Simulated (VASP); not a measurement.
Here is a VASP 6.6.1 calculation.

INCAR

```
SYSTEM = C
PREC = Accurate ; ENCUT = 520
EDIFF = 1E-6 ; ISMEAR = 0
SIGMA = 0.15 ; LREAL = .FALSE.
LASPH = .TRUE. ; NELM = 60
ALGO = Normal ; ISIF = 2
LWAVE = .FALSE. ; LCHARG = .FALSE.
GGA = PS ; IVDW = 12
NBANDS = 16
```

Contents of KPOINTS:

```
Automatic mesh
0
G
  21 21 8
  0 0 0
```

The input POSCAR:

```
C
1.0
    2.4383372218      0.0000000000      0.0000000000
   -1.2191686109      2.1116619771      0.0000000000
    0.0000000000      0.0000000000      6.6866521635
C
4
Direct
    0.0000000000      0.0000000000      0.0025000000
    0.0000000000      0.0000000000      0.5025000000
    0.3333333333      0.6666666667      0.0025000000
    0.6666666667      0.3333333333      0.5025000000
```

Potentials or basis: VASP PAW PBE potentials, release 64 (C).

Run with:

```console
$ cat potpaw_PBE.64/C/POTCAR > POTCAR
$ mpirun -np 1 vasp_std > vasp.out
```

Problem. What does it give for the dispersion energy per atom?

Solution. -0.111 eV.

Problem. What does it give for the pressure?

Solution. 8.0 GPa.

Problem. What does it give for the band gap on the k mesh?

Solution. Zero (band 8 reaches 4.83 eV, above the bottom of band 9 at 4.80 eV).

Stress tensor (GPa, compression positive):
```
12.33  0.00  0.00
 0.00 12.33  0.00
 0.00  0.00 -0.69
```

Caveat: the PAW data sets were made with another functional, which shifts forces and pressure a little.
